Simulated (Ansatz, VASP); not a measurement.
## One calculation of Si2Mo, two programs

```
CELL_PARAMETERS angstrom
4.58547 0.00000 0.00000
-2.29274 3.97113 0.00000
0.00000 0.00000 6.57976
ATOMIC_POSITIONS crystal
Mo 0.50000 0.50000 0.83333
Mo 0.00000 0.50000 0.16667
Mo 0.50000 0.00000 0.50000
Si 0.16387 0.32775 0.50000
Si 0.67225 0.83613 0.16667
Si 0.83613 0.16387 0.83333
Si 0.83613 0.67225 0.50000
Si 0.32775 0.16387 0.16667
Si 0.16387 0.83613 0.83333
```

Alike in both runs: task relaxation of cell and atoms; functional PBEsol; k mesh 5 × 5 × 3; occupations fermi-dirac, width 0.05 eV; no spin polarisation; Hubbard terms Mo d U = 4.0 eV.

|  | VASP | Ansatz |
| --- | --- | --- |
| version | VASP 6.6.1 | Ansatz 0.2.0 |
| potentials or method | VASP PAW PBE potentials, release 64 (Mo_sv, Si) | Ansatz PAW |
| plane-wave cutoff (eV) | 600 | 420 |
| valence electrons in the cell | 66 | 66 |

|  | VASP | Ansatz | Ansatz less VASP |
| --- | --- | --- | --- |
| gap on the k mesh at the Fermi level, each at its own relaxed structure (eV) | 0.95 | 1.06 | +0.105 |
| relaxed volume (Å³/atom) | 13.39 | 13.16 | -0.231 |
| relaxed length of the cell vector where the two differ most in proportion (Å) | 4.598 | 4.569 | -0.0296 |

VASP's potentials were made for PBE, not for PBEsol. The programs project onto different local orbitals, so the same U acts differently, and such runs can settle in different states.

Noted on Ansatz's run: odd divisions of the mesh miss points on the zone boundary, where band edges often lie, so the gap on the mesh can be too wide; the plane-wave basis is chosen anew once the cell has moved, so the energies of steps on either side of that aren't comparable.
